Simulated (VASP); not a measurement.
## Sn: single point with PBE

Sn:

```xyz
1
Lattice="-1.8947 1.8947 1.8947 1.8947 -1.8947 1.8947 1.8947 1.8947 -1.8947" Properties=species:S:1:pos:R:3 pbc="T T T"
Sn    0.0000    0.0000    0.0000
```

* Program: VASP 6.6.1
* Task: single point
* Functional: PBE
* Potentials or basis: VASP PAW PBE potentials, release 64 (Sn_d)
* Cutoff: 520 eV
* k mesh: 10 × 10 × 10
* Occupations: gaussian, width 0.027 eV
* Spin: no spin polarisation
* Dipole correction: no
* Further INCAR settings: ALGO = Fast; EDIFF = 1e-06; NBANDS = 13

| Item | Value |
| --- | --- |
| Pressure | 0.7 GPa |
| Band gap on the k mesh | zero (band 7 reaches 16.04 eV, above the bottom of band 8 at 5.80 eV) |

Levels at points of the mesh, in eV from the Fermi level:
| k point | band 4 | band 5 | band 6 | band 7 | band 8 | band 9 | band 10 | band 11 |
| --- | --- | --- | --- | --- | --- | --- | --- | --- |
| (0.00, 0.00, 0.00) | -21.42 | -21.42 | -11.07 | 7.97 | 7.97 | 7.97 | 12.12 | 12.12 |
| (0.50, 0.00, 0.00) | -21.43 | -21.34 | -6.40 | -4.41 | 3.61 | 5.45 | 7.96 | 8.26 |
| (0.50, 0.50, 0.50) | -21.36 | -21.36 | -2.47 | -0.47 | -0.47 | -0.47 | 3.85 | 3.85 |

Run time: 11 s on 1 thread of Intel(R) Xeon(R) Platinum 8559C (Emerald Rapids) (shared host), peak memory 0.13 GiB.

Caveat: spin-orbit coupling is left out, which moves the levels of the heavy elements.
